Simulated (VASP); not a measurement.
# Ta (Im-3m) in VASP: notebook

The runs below take Ta through single point, with HSE06, PBEsol-based screened hybrid with 25 % exact exchange.

All numbers are computed with VASP 6.6.1; they aren't measurements. Logs are shortened: lines on timing, memory, paths and dates and some standing lists are left out, and cuts for length are marked.

## (1) The cell of the first run

The structure is cubic, space group Im-3m (No. 229). The conventional cell has a = 3.303 Å, b = 3.303 Å, c = 3.303 Å, α = 90.00°, β = 90.00°, γ = 90.00°. Ta (site symmetry m-3m) has 14 Ta at 2.86 to 3.30 Å within 3.8 Å.

## (2) Single point, HSE06

The input, POSCAR:

```
Ta
1.0
   -1.6512800000      1.6512800000      1.6512800000
    1.6512800000     -1.6512800000      1.6512800000
    1.6512800000      1.6512800000     -1.6512800000
Ta
1
Direct
    0.0000000000      0.0000000000      0.0000000000
```

The input, INCAR.step1:

```
PREC     = Accurate       # precision mode
ENCUT    = 520            # plane-wave cutoff, eV
EDIFF    = 1E-5           # SCF threshold, eV
ISMEAR   = -1             # smearing method
SIGMA    = 0.05           # smearing width, eV
LREAL    = F              # projectors in reciprocal space
LASPH    = T              # aspherical terms in the spheres
NELM     = 80             # most SCF steps
ALGO     = Normal         # electronic algorithm
ISIF     = 2              # what is computed and relaxed
LWAVE    = T              # write WAVECAR
NBANDS   = 12             # bands
GGA      = PE             # functional
```

The input, INCAR.step2:

```
PREC     = Accurate       # precision mode
ENCUT    = 520            # plane-wave cutoff, eV
EDIFF    = 1E-7           # SCF threshold, eV
ISMEAR   = -1             # smearing method
SIGMA    = 0.05           # smearing width, eV
LREAL    = F              # projectors in reciprocal space
LASPH    = T              # aspherical terms in the spheres
NELM     = 80             # most SCF steps
ALGO     = Normal         # electronic algorithm
ISIF     = 2              # what is computed and relaxed
LWAVE    = F              # write WAVECAR
LCHARG   = T              # write CHGCAR
GGA      = PE             # functional
LHFCALC  = T              # exact exchange
HFSCREEN = 0.2079         # screening, 1/A
PRECFOCK = Normal       
LELF     = T              # ELF
LVHAR    = T            
NBANDS   = 12             # bands
ISTART   = 1
```

The input, KPOINTS:

```
Automatic mesh
0
Gamma
  6 6 6
```

Potentials or basis: VASP PAW PBE potentials, release 64 (Ta_pv).

The run is started by

```bash
> cat potpaw_PBE.64/Ta_pv/POTCAR > POTCAR
> cp INCAR.step1 INCAR
> mpirun -np 1 vasp_std > vasp.out
> cp INCAR.step2 INCAR
> mpirun -np 1 vasp_std > vasp.out
```

OUTCAR:

```text
PREC = Accurate
   ENCUT = 520
   EDIFF = 1E-7
   ISMEAR = -1
   LREAL = F
   LASPH = T
   NELM = 80
   ISIF = 2
   GGA = PE
   LHFCALC = T
   HFSCREEN = 0.2079
   PRECFOCK = Normal
   ISTART = 1

 ion  position               nearest neighbor table
   1  0.000  0.000  0.000-

  LATTYP: Found a body centered cubic cell.
 ALAT       =     3.3025600000

  Lattice vectors:

 A1 = (  -1.6512800000,   1.6512800000,   1.6512800000)
 A2 = (   1.6512800000,  -1.6512800000,   1.6512800000)
 A3 = (   1.6512800000,   1.6512800000,  -1.6512800000)

Analysis of symmetry for initial positions (statically):
=====================================================================
 Subroutine PRICEL returns:
 Original cell was already a primitive cell.

 Routine SETGRP: Setting up the symmetry group for a
 body centered cubic supercell.

 Subroutine GETGRP returns: Found 48 space group operations
 (whereof 48 operations were pure point group operations)
 out of a pool of 48 trial point group operations.

The static configuration has the point symmetry O_h .

Analysis of symmetry for dynamics (positions and initial velocities):
=====================================================================
 Subroutine PRICEL returns:
 Original cell was already a primitive cell.

 Routine SETGRP: Setting up the symmetry group for a
 body centered cubic supercell.

 Subroutine GETGRP returns: Found 48 space group operations
 (whereof 48 operations were pure point group operations)
 out of a pool of 48 trial point group operations.

The dynamic configuration has the point symmetry O_h .

 Subroutine INISYM returns: Found 48 space group operations
 (whereof 48 operations are pure point group operations),
 and found     1 'primitive' translations

----------------------------------------------------------------------------------------

                                     Primitive cell

  volume of cell :      18.0104

  direct lattice vectors                    reciprocal lattice vectors
    -1.651280000  1.651280000  1.651280000     0.000000000  0.302795407  0.302795407
     1.651280000 -1.651280000  1.651280000     0.302795407  0.000000000  0.302795407
     1.651280000  1.651280000 -1.651280000     0.302795407  0.302795407  0.000000000

  length of vectors
     2.860100858  2.860100858  2.860100858     0.428217371  0.428217371  0.428217371

  position of ions in fractional coordinates (direct lattice)
     0.000000000  0.000000000  0.000000000

  ion indices of the primitive-cell ions
   primitive index   ion index
                 1           1

----------------------------------------------------------------------------------------

 KPOINTS: Automatic mesh

Automatic generation of k-mesh.
 Grid dimensions read from file:
 generate k-points for:    6    6    6

 Generating k-lattice:

  Cartesian coordinates                     Fractional coordinates (reciprocal lattice)
     0.000000000  0.050465901  0.050465901     0.166666667  0.000000000  0.000000000
     0.050465901  0.000000000  0.050465901     0.000000000  0.166666667  0.000000000
     0.050465901  0.050465901  0.000000000     0.000000000  0.000000000  0.166666667

  Length of vectors
     0.071369562  0.071369562  0.071369562

  Shift w.r.t. Gamma in fractional coordinates (k-lattice)
     0.000000000  0.000000000  0.000000000

 Subroutine IBZKPT returns following result:
 ===========================================

 Found     16 irreducible k-points:

 Following reciprocal coordinates:
            Coordinates               Weight
  0.000000  0.000000  0.000000      1.000000
  0.166667  0.000000  0.000000     12.000000
  0.333333  0.000000  0.000000     12.000000
  0.500000  0.000000  0.000000      6.000000
  0.166667  0.166667  0.000000     24.000000
  0.333333  0.166667  0.000000     48.000000
[... 8 lines left out ...]
  0.500000  0.500000  0.333333     12.000000
  0.500000  0.500000  0.500000      1.000000
   k-points           NKPTS =     16   k-points in BZ     NKDIM =    216   number of bands    NBANDS=     12
   number of dos      NEDOS =    301   number of ions     NIONS =      1
   total plane-waves  NPLWV =  13824
   dimension x,y,z NGX =    24 NGY =   24 NGZ =   24
   dimension x,y,z NGXF=    48 NGYF=   48 NGZF=   48
   ions per type =               1
   NGX,Y,Z   is equivalent  to a cutoff of  13.95, 13.95, 13.95 a.u.
   NGXF,Y,Z  is equivalent  to a cutoff of  27.90, 27.90, 27.90 a.u.
 SYSTEM =  unknown system
   PREC   = accura    normal or accurate (medium, high low for compatibility)
   ISTART =      1    job   : 0-new  1-cont  2-samecut
   ICHARG =      0    charge: 1-file 2-atom 10-const
   ISPIN  =      1    spin polarized calculation?
   LNONCOLLINEAR =      F non collinear calculations
   LSORBIT =      F    spin-orbit coupling
   LASPH  =      T    aspherical Exc in radial PAW
   ENCUT  =  520.0 eV  38.22 Ry    6.18 a.u.   5.32  5.32  5.32*2*pi/ulx,y,z
   NELM   =     80;   NELMIN=  2; NELMDL=  0     # of ELM steps
   EDIFF  = 0.1E-06   stopping-criterion for ELM
   LREAL  =      F    real-space projection
   EDIFFG = 0.1E-05   stopping-criterion for IOM
   NSW    =      0    number of steps for IOM
   IBRION =     -1    ionic relax: 0-MD 1-quasi-New 2-CG
   NFREE  =      0    steps in history (QN), initial steepest desc. (CG)
   ISIF   =      2    stress and relaxation
   ISYM   =      3    0-nonsym 1-usesym 2-fastsym
   POTIM  = 0.5000    time-step for ionic-motion
   TEBEG  =    0.0;   TEEND  =   0.0 temperature during run
   PSTRESS=    0.0 pullay stress
   NELECT =      11.0000    total number of electrons
   NUPDOWN=      -1.0000    fix difference up-down
   EMIN   =  10.00;   EMAX   =-10.00  energy-range for DOS
   EFERMI =   0.00;   METHOD = LEGACY
   ISMEAR =    -1;   SIGMA  =   0.05  broadening in eV -4-tet -1-fermi 0-gaus
   EFERMI_NEDOS =   21; number of points for ismear=-14 and -15
   IALGO  =     38    algorithm
   IMIX   =      1    mixing-type and parameters
     AMIX     =   0.40;   BMIX     =  1.00
     AMIX_MAG =   1.60;   BMIX_MAG =  1.00
  volume/ion in A,a.u.               =      18.01       121.54
  Fermi-wavevector in a.u.,A,eV,Ry     =   1.388988  2.624806 26.249534  1.929286
  Thomas-Fermi vector in A             =   2.513061
   LORBIT       =      0    0 simple, 1 ext, 2 COOP (PROOUT), +10 PAW based schemes
   GGA     = PE    functional components
   LHFCALC =     T    Hartree Fock is set to
   PRECFOCK=normal    Normal, Fast or Accurate (Low or Medium for compatibility)
   ENCUT4O =  -1.0   cutoff for four orbital integrals eV
   NKREDX  =     1    reduce k-point grid by
   NKREDY  =     1    reduce k-point grid by
   NKREDZ  =     1    reduce k-point grid by
   AEXX    =    0.2500 exact exchange contribution
   HFSCREEN=    0.2079 screening length (either q_TF or 0.3 A-1)
   HFSCREENC=   0.2079 screening length for correlation (either q_TF or 0.3 A-1)
   ENCUTFOCK=  -1.0 apply spherical cutoff to Coloumb kernel
   IVDW    =     0    specifies the selected vdW correction
   LEPSILON=     F    determine dielectric tensor
   LRPA    =     F    only Hartree local field effects (RPA)
 non-spin polarized calculation
  energy-cutoff  :      520.00
  volume of cell :       18.01
 maximum number of plane-waves:       498
 NGX is ok and might be reduce to    24
  NGX = 16; NGY = 16; NGZ = 16

 number of electron      11.0000002 magnetization

 Free energy of the ion-electron system (eV)
  ---------------------------------------------------
  ext. energy  EPLUGINS =         0.00000000
  ---------------------------------------------------
  free energy    TOTEN  =       -13.44127587 eV

  energy without entropy =      -13.42441445  energy(sigma->0) =      -13.43284516

 E-fermi :   5.1180     XC(G=0): -10.3238

 val. band max:        5.0956504954   @ k =  -0.3333   0.5000   0.1667
 cond. band min:       5.1596701611   @ k =   0.3333   0.0000   0.0000
 fundamental gap:      0.0640196657
 Fermi energy:         5.1180269806

 k-point     1 :       0.0000    0.0000    0.0000
  band No.  band energies     occupation
      1     -30.2097      2.00000
      2     -30.2097      2.00000
      3     -30.2097      2.00000
      4      -3.7497      2.00000
      5       6.4613      0.00000
      6       6.4613      0.00000
      7       6.4613      0.00000
      8      10.1018      0.00000
      9      10.1018      0.00000
     10      21.2852      0.00000
     11      21.2852      0.00000
     12      21.9333      0.00000

 k-point     2 :       0.1667    0.0000    0.0000
  band No.  band energies     occupation
      1     -30.5647      2.00000
      2     -30.3147      2.00000
      3     -30.2112      2.00000
      4      -2.4582      2.00000
      5       5.5678      0.00025
      6       5.9002      0.00000
      7       7.7289      0.00000
      8       9.3229      0.00000
      9      10.1049      0.00000
     10      21.9331      0.00000
     11      22.0635      0.00000
     12      23.4527      0.00000

 k-point     3 :       0.3333    0.0000    0.0000
  band No.  band energies     occupation
      1     -31.2265      2.00000
      2     -30.5186      2.00000
      3     -30.2134      2.00000
      4      -0.1424      2.00000
      5       4.1257      2.00000
      6       5.1597      0.60608
      7       9.8002      0.00000
      8      10.5066      0.00000
      9      11.1146      0.00000
     10      19.9574      0.00000
     11      20.9215      0.00000
     12      21.9368      0.00000
[... 166 lines left out ...]
 k-point    15 :       0.5000    0.5000    0.3333
  band No.  band energies     occupation
      1     -31.2123      2.00000
      2     -30.9849      2.00000
      3     -30.8935      2.00000
      4       1.6069      2.00000
      5       1.8735      2.00000
      6       8.7219      0.00000
      7       8.7517      0.00000
      8      13.2027      0.00000
      9      14.5061      0.00000
     10      16.6445      0.00000
     11      18.5674      0.00000
     12      21.9339      0.00000

 k-point    16 :       0.5000    0.5000    0.5000
  band No.  band energies     occupation
      1     -31.1003      2.00000
      2     -31.1003      2.00000
      3     -31.1003      2.00000
      4       0.9062      2.00000
      5       0.9062      2.00000
      6      12.9644      0.00000
      7      12.9644      0.00000
      8      12.9644      0.00000
      9      14.6626      0.00000
     10      14.6626      0.00000
     11      14.6626      0.00000
     12      21.9119      0.00000

------------------------ aborting loop because EDIFF is reached ----------------------------------------

  FORCE on cell =-STRESS in cart. coord.  units (eV):
  Direction    XX          YY          ZZ          XY          YZ          ZX
  --------------------------------------------------------------------------------------
  -------------------------------------------------------------------------------------
  Total        0.3965542      0.3965542      0.3965542      0.0000000      0.0000000     -0.0000000
  in kB       35.2769439     35.2769439     35.2769439      0.0000000      0.0000000     -0.0000000
  external PRESSURE =      35.2769439 kB  Pullay stress =       0.0000000 kB

 VOLUME and BASIS-vectors are now :
 -----------------------------------------------------------------------------
  energy-cutoff  :      520.00
  volume of cell :       18.01
      direct lattice vectors                 reciprocal lattice vectors
    -1.651280000  1.651280000  1.651280000     0.000000000  0.302795407  0.302795407
     1.651280000 -1.651280000  1.651280000     0.302795407  0.000000000  0.302795407
     1.651280000  1.651280000 -1.651280000     0.302795407  0.302795407  0.000000000

 POSITION                                       TOTAL-FORCE (eV/Angst)
 -----------------------------------------------------------------------------------
      0.00000      0.00000      0.00000         0.000000     -0.000000      0.000000
 -----------------------------------------------------------------------------------
    total drift:                               -0.000000      0.000000      0.000001

  FREE ENERGIE OF THE ION-ELECTRON SYSTEM (eV)
  ---------------------------------------------------
  free  energy   TOTEN  =       -13.4412758703 eV

  energy  without entropy=      -13.4244144477  energy(sigma->0) =      -13.43284516
```

Run time: 6.8 min. Hardware: 1 thread of Intel Xeon Platinum 8488C (Sapphire Rapids), shared host; peak memory 0.24 GiB.

What came out:

| Property | Result |
| --- | --- |
| Free energy | -13.4413 eV |
| Pressure | 3.5 GPa |
| Band gap on the k mesh | zero (an odd number of electrons rules out a gap without spin polarisation) |

Caveat: the k points lie up to 0.45 Å⁻¹ apart, too coarse for converged energies and pressures of a metal; the PAW data sets were made with another functional, which shifts forces and pressure a little; spin-orbit coupling is left out, which moves the levels of the heavy elements.

## (3) Single point, PBEsol-based screened hybrid with 25 % exact exchange

The input, POSCAR:

```
Ta
1.0
   -1.6514417771      1.6514417771      1.6514417771
    1.6514417771     -1.6514417771      1.6514417771
    1.6514417771      1.6514417771     -1.6514417771
Ta
1
Direct
    0.0000000000      0.0000000000      0.0000000000
```

The input, INCAR.step1:

```
SYSTEM = Ta
  ALGO = Normal
  EDIFF = 1E-5
  ENCUT = 520
  GGA = PE
  ISIF = 2
  ISMEAR = -1
  LASPH = .TRUE.
  LCHARG = .FALSE.
  LREAL = .FALSE.
  LWAVE = .TRUE.
  NBANDS = 12
  NELM = 60
  PREC = Accurate
  SIGMA = 0.05
```

The input, INCAR.step2:

```
SYSTEM = Ta
  AEXX = 0.25
  ALGO = Normal
  EDIFF = 1E-7
  ENCUT = 520
  GGA = PS
  HFSCREEN = 0.207
  ISIF = 2
  ISMEAR = -1
  ISTART = 1
  LASPH = .TRUE.
  LCHARG = .FALSE.
  LHFCALC = .TRUE.
  LREAL = .FALSE.
  LWAVE = .FALSE.
  NBANDS = 12
  NELM = 60
  PREC = Accurate
  PRECFOCK = Normal
  SIGMA = 0.05
```

The input, KPOINTS:

```
k-points
0
G
  6 6 6
  0 0 0
```

Potentials or basis: VASP PAW PBE potentials, release 64 (Ta_pv).

The run is started by

```bash
> cat potpaw_PBE.64/Ta_pv/POTCAR > POTCAR
> cp INCAR.step1 INCAR
> mpirun -np 1 vasp_std > vasp.out
> cp INCAR.step2 INCAR
> mpirun -np 1 vasp_std > vasp.out
```

It took 5.8 min on 1 thread of Intel Xeon Platinum 8488C (Sapphire Rapids), shared host; peak memory 0.24 GiB.

The run converged. Its results:

```yaml
Free_energy: -13.9244 eV
Pressure: -1.2 GPa
Band_gap_on_the_k_mesh: zero (an odd number of electrons rules out a gap without spin polarisation)
```

Levels at points of the mesh, in eV from the Fermi level:
| k point | band 2 | band 3 | band 4 | band 5 | band 6 | band 7 | band 8 | band 9 |
| --- | --- | --- | --- | --- | --- | --- | --- | --- |
| (0.00, 0.00, 0.00) | -35.29 | -35.29 | -8.87 | 1.33 | 1.33 | 1.33 | 4.96 | 4.96 |
| (0.50, 0.00, 0.00) | -35.70 | -35.29 | -4.87 | -1.62 | 1.58 | 4.81 | 5.87 | 8.85 |
| (0.50, 0.50, 0.50) | -36.18 | -36.18 | -4.22 | -4.22 | 7.84 | 7.84 | 7.84 | 9.56 |

Caveat: the k points lie up to 0.45 Å⁻¹ apart, too coarse for converged energies and pressures of a metal; the PAW data sets were made with another functional, which shifts forces and pressure a little; spin-orbit coupling is left out, which moves the levels of the heavy elements.

The gap in the log of VASP goes by the Fermi energy; the results here count the filled bands.